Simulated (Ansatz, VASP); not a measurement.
## Eu in VASP and in Ansatz

File INCAR:

```
SYSTEM = Eu
ALGO = Normal ; EDIFF = 1E-6
ENCUT = 520 ; GGA = PE
ISIF = 2 ; ISMEAR = -1
ISPIN = 2 ; LASPH = .TRUE.
LCHARG = .TRUE. ; LELF = .TRUE.
LMAXMIX = 6 ; LORBIT = 11
LREAL = .FALSE. ; LVHAR = .TRUE.
LWAVE = .FALSE. ; MAGMOM = 7
NBANDS = 18 ; NELM = 150
PREC = Accurate ; SIGMA = 0.08
```

KPOINTS

```
k-points
0
G
  9 9 9
  0 0 0
```

File POSCAR:

```
Eu
1.0
    0.0000000000      2.6525391117      2.6525391117
    2.6525391117      0.0000000000      2.6525391117
    2.6525391117      2.6525391117      0.0000000000
Eu
1
Direct
    0.0000000000      0.0000000000      0.0000000000
```

Input for Ansatz:

```yaml
crystal:
  lattice:
    - [0.0, 2.6525391117, 2.6525391117]
    - [2.6525391117, 0.0, 2.6525391117]
    - [2.6525391117, 2.6525391117, 0.0]
  atoms:
    - { symbol: Eu, position: [0.0, 0.0, 0.0], spin: 7.0 }
magnetization:
  spin_polarized: true
kpoints:
  mp_grid: { grid: [9, 9, 9] }
scf:
  occupations: { method: fermi_dirac, width: 0.08 }
hamiltonian:
  xc: pbe
  pseudopotentials: { kind: paw }
output:
  forces: true
  stress: true
  eigenvalues: true
  populations: true
  write_density: true
  write_potential: true
  elf: true
  volumetric_format: npy
```

Change from the starting cell: volume scaled by 0.86, PAW files.

Alike in both runs: task single point; functional PBE; k mesh 9 × 9 × 9; occupations fermi-dirac, width 0.08 eV; collinear spin.

|  | VASP | Ansatz |
| --- | --- | --- |
| version | VASP 6.6.1 | Ansatz 0.2.0 |
| potentials or method | VASP PAW PBE potentials, release 64 (Eu) | PAW with Ansatz's default frozen-core files, scalar-relativistic |
| plane-wave cutoff (eV) | 520 | 420 |
| valence electrons in the cell | 17 | 17 |

|  | VASP | Ansatz | Ansatz less VASP |
| --- | --- | --- | --- |
| pressure (GPa) | 2.0 | 1.9 | -0.15 |
| net moment per atom (μB) | 7.46 | 7.48 | +0.020 |
| size of the moment on the site where the two differ most (μB) | 6.72 | 7.14 | +0.425 |

Site moments also hang on the region over which each program counts them.

Spin-orbit coupling is off throughout.
